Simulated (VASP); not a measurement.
# W (I4/mmm) in VASP: single point with PBEsol

Aim: the single point of W with PBEsol.

All numbers are computed with VASP 6.6.1; they aren't measurements. Logs are shortened: lines on timing, memory, paths and dates and some standing lists are left out, and cuts for length are marked.

## 1. The cell of the first run

The typed cell holds 4 atoms: a = 3.150 Å, b = 4.462 Å, c = 4.462 Å, α = 90.00°, β = 90.00°, γ = 90.00°.

## 2. Single point, PBEsol

Contents of INCAR:

```
ALGO = Fast ; EDIFF = 1E-6
ENCUT = 520 ; GGA = PS
ISIF = 2 ; ISMEAR = 0
LASPH = True ; LCHARG = False
LREAL = False ; LWAVE = False
NBANDS = 36 ; NELM = 80
PREC = Accurate ; SIGMA = 0.15
```

Contents of KPOINTS:

```
k-points
0
Gamma
  8 8 8
```

Contents of POSCAR:

```
W
1.0
    3.1502278142      0.0000017725      0.0000009713
   -0.0000017725     -4.4623198490      0.0000127503
   -0.0000009713      0.0000127503     -4.4623155884
W
4
Direct
    0.0000013760      0.4999996424      0.4999999995
    0.5000003988      0.0000004217      0.4999998920
    0.4999995096      0.5000001642      0.0000001856
   -0.0000012846     -0.0000002283     -0.0000000770
```

Potentials or basis: VASP PAW PBE potentials, release 64 (W_sv).

Run with:

```bash
$ cat potpaw_PBE.64/W_sv/POTCAR > POTCAR
$ mpirun -np 1 vasp_std > vasp.out
```

OUTCAR:

```text
EDIFF = 1E-6
   ENCUT = 520
   GGA = PS
   ISIF = 2
   ISMEAR = 0
   LASPH = True
   LREAL = False
   NELM = 80
   PREC = Accurate

 ion  position               nearest neighbor table
   1  0.000  0.500  0.500-   3 2.73   3 2.73   2 2.73   2 2.73   2 2.73   3 2.73   3 2.73   2 2.73
                             4 3.16   4 3.16   4 3.16   4 3.16
   2  0.500  0.000  0.500-   4 2.73   4 2.73   1 2.73   1 2.73   1 2.73   4 2.73   4 2.73   1 2.73
                             3 3.16   3 3.16   3 3.16   3 3.16
   3  0.500  0.500  0.000-   1 2.73   1 2.73   4 2.73   1 2.73   4 2.73   4 2.73   4 2.73   1 2.73
                             2 3.16   2 3.16   2 3.16   2 3.16
   4  1.000  1.000  1.000-   2 2.73   2 2.73   3 2.73   2 2.73   3 2.73   3 2.73   3 2.73   2 2.73
                             1 3.16   1 3.16   1 3.16   1 3.16

  LATTYP: Found a simple tetragonal cell.
 ALAT       =     4.4623198490
 C/A-ratio  =     0.7059619034

  Lattice vectors:

 A1 = (  -0.0000017725,  -4.4623198490,   0.0000127503)
 A2 = (  -0.0000009713,   0.0000127503,  -4.4623155884)
 A3 = (   3.1502278142,   0.0000017725,   0.0000009713)

Analysis of symmetry for initial positions (statically):
=====================================================================
 Subroutine PRICEL returns following result:

  LATTYP: Found a body centered tetragonal cell.
 ALAT       =     3.1553434852
 C/A-ratio  =     0.9983820890

  Lattice vectors:

 A1 = (  -1.5751187245,  -0.0000043609,   2.2311571702)
 A2 = (  -1.5751196958,   0.0000083894,  -2.2311584182)
 A3 = (   1.5751267054,  -2.2311613618,   0.0000066578)

   4 primitive cells build up your supercell.

 Routine SETGRP: Setting up the symmetry group for a
 simple tetragonal supercell.

 Subroutine GETGRP returns: Found 16 space group operations
 (whereof 16 operations were pure point group operations)
 out of a pool of 16 trial point group operations.

The static configuration has the point symmetry D_4h.

Analysis of symmetry for dynamics (positions and initial velocities):
=====================================================================
 Subroutine PRICEL returns following result:

  LATTYP: Found a body centered tetragonal cell.
 ALAT       =     3.1553434852
 C/A-ratio  =     0.9983820890

  Lattice vectors:

 A1 = (  -1.5751187245,  -0.0000043609,   2.2311571702)
 A2 = (  -1.5751196958,   0.0000083894,  -2.2311584182)
 A3 = (   1.5751267054,  -2.2311613618,   0.0000066578)

   4 primitive cells build up your supercell.

 Routine SETGRP: Setting up the symmetry group for a
 simple tetragonal supercell.

 Subroutine GETGRP returns: Found 16 space group operations
 (whereof 16 operations were pure point group operations)
 out of a pool of 16 trial point group operations.

The dynamic configuration has the point symmetry D_4h.

 Subroutine INISYM returns: Found 16 space group operations
 (whereof 16 operations are pure point group operations),
 and found     4 'primitive' translations

----------------------------------------------------------------------------------------

                                     Primitive cell

  volume of cell :      15.6821

  direct lattice vectors                    reciprocal lattice vectors
    -1.575118725 -0.000004361  2.231157170    -0.317436666 -0.224099201  0.224098325
    -1.575119696  0.000008389 -2.231158418    -0.317436489 -0.224100413 -0.224099468
     1.575126705 -2.231161362  0.000006658    -0.000000573 -0.448197481 -0.000001281

  length of vectors
     2.731128213  2.731129792  2.731136240     0.448560529  0.448561580  0.448197481

  position of ions in fractional coordinates (direct lattice)
     0.000001133  0.000000979  0.999999543

  ion indices of the primitive-cell ions
   primitive index   ion index
                 1           1

----------------------------------------------------------------------------------------

 KPOINTS: k-points

Automatic generation of k-mesh.
 Grid dimensions read from file:
 generate k-points for:    8    8    8

 Generating k-lattice:

  Cartesian coordinates                     Fractional coordinates (reciprocal lattice)
     0.039679670 -0.000000016 -0.000000009     0.125000000  0.000000000  0.000000000
     0.000000016 -0.028012335 -0.000000080     0.000000000  0.125000000  0.000000000
     0.000000009 -0.000000080 -0.028012362     0.000000000  0.000000000  0.125000000

  Length of vectors
     0.039679670  0.028012335  0.028012362

  Shift w.r.t. Gamma in fractional coordinates (k-lattice)
     0.000000000  0.000000000  0.000000000

 Subroutine IBZKPT returns following result:
 ===========================================

 Found     75 irreducible k-points:

 Following reciprocal coordinates:
            Coordinates               Weight
  0.000000  0.000000  0.000000      1.000000
  0.125000  0.000000 -0.000000      2.000000
  0.250000  0.000000 -0.000000      2.000000
  0.375000  0.000000 -0.000000      2.000000
  0.500000  0.000000 -0.000000      1.000000
  0.000000  0.125000 -0.000000      4.000000
[... 16 lines left out ...]
  0.250000  0.500000 -0.000000      4.000000
  0.375000  0.500000 -0.000000      4.000000
 [... further k-points ...]
   k-points           NKPTS =     75   k-points in BZ     NKDIM =     75   number of bands    NBANDS=     36
   number of dos      NEDOS =    301   number of ions     NIONS =      4
   total plane-waves  NPLWV =  31104
   dimension x,y,z NGX =    24 NGY =   36 NGZ =   36
   dimension x,y,z NGXF=    48 NGYF=   72 NGZF=   72
   ions per type =               4
   NGX,Y,Z   is equivalent  to a cutoff of  12.67, 13.41, 13.41 a.u.
   NGXF,Y,Z  is equivalent  to a cutoff of  25.33, 26.82, 26.82 a.u.
 SYSTEM =  unknown system
   PREC   = accura    normal or accurate (medium, high low for compatibility)
   ISTART =      0    job   : 0-new  1-cont  2-samecut
   ICHARG =      2    charge: 1-file 2-atom 10-const
   ISPIN  =      1    spin polarized calculation?
   LNONCOLLINEAR =      F non collinear calculations
   LSORBIT =      F    spin-orbit coupling
   LASPH  =      T    aspherical Exc in radial PAW
   ENCUT  =  520.0 eV  38.22 Ry    6.18 a.u.   5.86  8.30  8.30*2*pi/ulx,y,z
   NELM   =     80;   NELMIN=  2; NELMDL= -5     # of ELM steps
   EDIFF  = 0.1E-05   stopping-criterion for ELM
   LREAL  =      F    real-space projection
   EDIFFG = 0.1E-04   stopping-criterion for IOM
   NSW    =      0    number of steps for IOM
   IBRION =     -1    ionic relax: 0-MD 1-quasi-New 2-CG
   NFREE  =      0    steps in history (QN), initial steepest desc. (CG)
   ISIF   =      2    stress and relaxation
   ISYM   =      2    0-nonsym 1-usesym 2-fastsym
   POTIM  = 0.5000    time-step for ionic-motion
   TEBEG  =    0.0;   TEEND  =   0.0 temperature during run
   PSTRESS=    0.0 pullay stress
   NELECT =      56.0000    total number of electrons
   NUPDOWN=      -1.0000    fix difference up-down
   EMIN   =  10.00;   EMAX   =-10.00  energy-range for DOS
   EFERMI =   0.00;   METHOD = LEGACY
   ISMEAR =     0;   SIGMA  =   0.15  broadening in eV -4-tet -1-fermi 0-gaus
   EFERMI_NEDOS =   21; number of points for ismear=-14 and -15
   IALGO  =     68    algorithm
   IMIX   =      4    mixing-type and parameters
     AMIX     =   0.40;   BMIX     =  1.00
     AMIX_MAG =   1.60;   BMIX_MAG =  1.00
  volume/ion in A,a.u.               =      15.68       105.83
  Fermi-wavevector in a.u.,A,eV,Ry     =   1.576340  2.978850 33.808401  2.484847
  Thomas-Fermi vector in A             =   2.677188
   LORBIT       =      0    0 simple, 1 ext, 2 COOP (PROOUT), +10 PAW based schemes
   GGA     = PS    functional components
   LHFCALC =     F    Hartree Fock is set to
   AEXX    =    0.0000 exact exchange contribution
   IVDW    =     0    specifies the selected vdW correction
   LEPSILON=     F    determine dielectric tensor
   LRPA    =     F    only Hartree local field effects (RPA)
 non-spin polarized calculation
 RMM-DIIS sequential band-by-band and
 Gauss-broadening in eV      SIGMA  =   0.15
  energy-cutoff  :      520.00
  volume of cell :       62.73
 maximum number of plane-waves:      1720
 NGX is ok and might be reduce to    24
   NGX = 11   NGY = 17   NGZ = 17

 number of electron      56.0000017 magnetization

 Free energy of the ion-electron system (eV)
  ---------------------------------------------------
  ext. energy  EPLUGINS =         0.00000000
  ---------------------------------------------------
  free energy    TOTEN  =       -55.24096093 eV

  energy without entropy =      -55.21600368  energy(sigma->0) =      -55.22848231

 E-fermi :  11.4787     XC(G=0): -13.8218

 val. band max:       11.4762848476   @ k =   0.1250   0.5000   0.5000
 cond. band min:      11.4815185289   @ k =   0.3750   0.1250   0.1250
 fundamental gap:      0.0052336814
 Fermi energy:        11.4786635748

 k-point     1 :       0.0000    0.0000    0.0000
  band No.  band energies     occupation
      1     -62.6996      2.00000
      2     -62.5583      2.00000
      3     -62.5583      2.00000
      4     -62.4532      2.00000
      5     -27.5823      2.00000
      6     -27.5823      2.00000
[... 28 lines left out ...]
     35      16.6860      0.00000
     36      16.6901      0.00000

 k-point     2 :       0.1250    0.0000   -0.0000
  band No.  band energies     occupation
      1     -62.6889      2.00000
      2     -62.5568      2.00000
      3     -62.5568      2.00000
      4     -62.4613      2.00000
      5     -27.5323      2.00000
      6     -27.5323      2.00000
[... 28 lines left out ...]
     35      15.2812      0.00000
     36      15.2817      0.00000

 k-point     3 :       0.2500    0.0000   -0.0000
  band No.  band energies     occupation
      1     -62.6592      2.00000
      2     -62.5534      2.00000
      3     -62.5534      2.00000
      4     -62.4849      2.00000
      5     -27.3894      2.00000
      6     -27.3894      2.00000
[... 28 lines left out ...]
     35      14.6634      0.00000
     36      14.6735      0.00000
[... 742 lines left out ...]
 k-point    23 :       0.2500    0.5000   -0.0000
  band No.  band energies     occupation
      1     -62.6064      2.00000
      2     -62.6064      2.00000
      3     -62.5192      2.00000
      4     -62.5192      2.00000
      5     -27.2169      2.00000
      6     -27.2169      2.00000
[... 28 lines left out ...]
     35      14.3242      0.00000
     36      14.3246      0.00000

 k-point    24 :       0.3750    0.5000   -0.0000
  band No.  band energies     occupation
      1     -62.5830      2.00000
      2     -62.5830      2.00000
      3     -62.5358      2.00000
      4     -62.5358      2.00000
      5     -27.3248      2.00000
      6     -27.3248      2.00000
[... 28 lines left out ...]
     35      14.5989      0.00000
     36      14.5989      0.00000

 [... further k-points ...]

------------------------ aborting loop because EDIFF is reached ----------------------------------------

  FORCE on cell =-STRESS in cart. coord.  units (eV):
  Direction    XX          YY          ZZ          XY          YZ          ZX
  --------------------------------------------------------------------------------------
  -------------------------------------------------------------------------------------
  Total        0.2541519      0.2638887      0.2638882      0.0000002     -0.0000015      0.0000001
  in kB        6.4914392      6.7401317      6.7401189      0.0000063     -0.0000385      0.0000035
  external PRESSURE =       6.6572299 kB  Pullay stress =       0.0000000 kB

 VOLUME and BASIS-vectors are now :
 -----------------------------------------------------------------------------
  energy-cutoff  :      520.00
  volume of cell :       62.73
      direct lattice vectors                 reciprocal lattice vectors
     3.150227814  0.000001772  0.000000971     0.317437360 -0.000000126 -0.000000069
    -0.000001772 -4.462319849  0.000012750     0.000000126 -0.224098683 -0.000000640
    -0.000000971  0.000012750 -4.462315588     0.000000069 -0.000000640 -0.224098897

 POSITION                                       TOTAL-FORCE (eV/Angst)
 -----------------------------------------------------------------------------------
      0.00000     -2.23115     -2.23115         0.000000      0.000000      0.000000
      1.57511      0.00001     -2.23116         0.000000     -0.000000     -0.000000
      1.57511     -2.23116      0.00001        -0.000000      0.000000     -0.000000
      3.15022     -4.46230     -4.46230        -0.000000     -0.000000     -0.000000
 -----------------------------------------------------------------------------------
    total drift:                                0.000001     -0.000000      0.000000

  FREE ENERGIE OF THE ION-ELECTRON SYSTEM (eV)
  ---------------------------------------------------
  free  energy   TOTEN  =       -55.2409609333 eV

  energy  without entropy=      -55.2160036833  energy(sigma->0) =      -55.22848231
```

Wall time 1.8 min (1 thread of AMD EPYC 9R14 (Zen 4), shared host); peak memory 0.22 GiB.

Results:

```yaml
Free_energy: -55.2410 eV
Pressure: 0.7 GPa
Band_gap_on_the_k_mesh: zero (bands 28 and 29 overlap by 1.29 eV)
```

Levels at points of the mesh, in eV from the Fermi level:
| k point | band 25 | band 26 | band 27 | band 28 | band 29 | band 30 | band 31 | band 32 |
| --- | --- | --- | --- | --- | --- | --- | --- | --- |
| (0.00, 0.00, 0.00) | -1.29 | -1.29 | 0.68 | 0.68 | 2.10 | 2.10 | 2.20 | 2.23 |
| (0.50, 0.00, 0.00) | -2.93 | -2.93 | -0.60 | -0.60 | -0.60 | -0.60 | 1.32 | 1.32 |
| (0.00, 0.50, 0.00) | -1.94 | -1.94 | -0.74 | -0.74 | 0.06 | 0.06 | 1.51 | 1.51 |
| (0.50, 0.50, 0.00) | -2.27 | -2.27 | -2.27 | -2.27 | 1.79 | 1.79 | 1.79 | 1.79 |
| (0.00, 0.50, 0.50) | -0.59 | -0.59 | -0.59 | -0.59 | -0.58 | -0.58 | -0.58 | -0.58 |
| (0.50, 0.50, 0.50) | 0.69 | 0.69 | 0.69 | 0.69 | 2.13 | 2.13 | 2.13 | 2.13 |

Caveat: the PAW data sets were made with another functional, which shifts forces and pressure a little; spin-orbit coupling is left out, which moves the levels of the heavy elements.
